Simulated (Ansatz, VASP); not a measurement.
One calculation of Ag, two programs

```xyz
1
Lattice="-1.6557 1.6557 1.6557 1.6557 -1.6557 1.6557 1.6557 1.6557 -1.6557" Properties=species:S:1:pos:R:3 pbc="T T T"
Ag    0.0000    0.0000    0.0000
```

Alike in both runs: task single point; functional PBE; k mesh 20 × 20 × 20; occupations gaussian, width 0.15 eV; no spin polarisation.

|  | VASP | Ansatz |
| --- | --- | --- |
| version | VASP 6.6.1 | Ansatz 0.2.0 |
| potentials or method | VASP PAW PBE potentials, release 64 (Ag), cutoff 520 eV | scalar-relativistic, plane waves, PAW |
| valence electrons in the cell | 11 | 19 |

|  | VASP | Ansatz | Ansatz less VASP |
| --- | --- | --- | --- |
| gap on the k mesh at the Fermi level (eV) | none | none | - |
| pressure (GPa) | -0.8 | -0.7 | +0.06 |

A gap of «none» marks a metal or a gap that the smearing closes. With one functional, cell and mesh, what is left measures potentials, basis and numerics. VASP's potentials hold 11 valence electrons a cell and Ansatz's 19, so a difference there can come from the potentials and not from the codes.
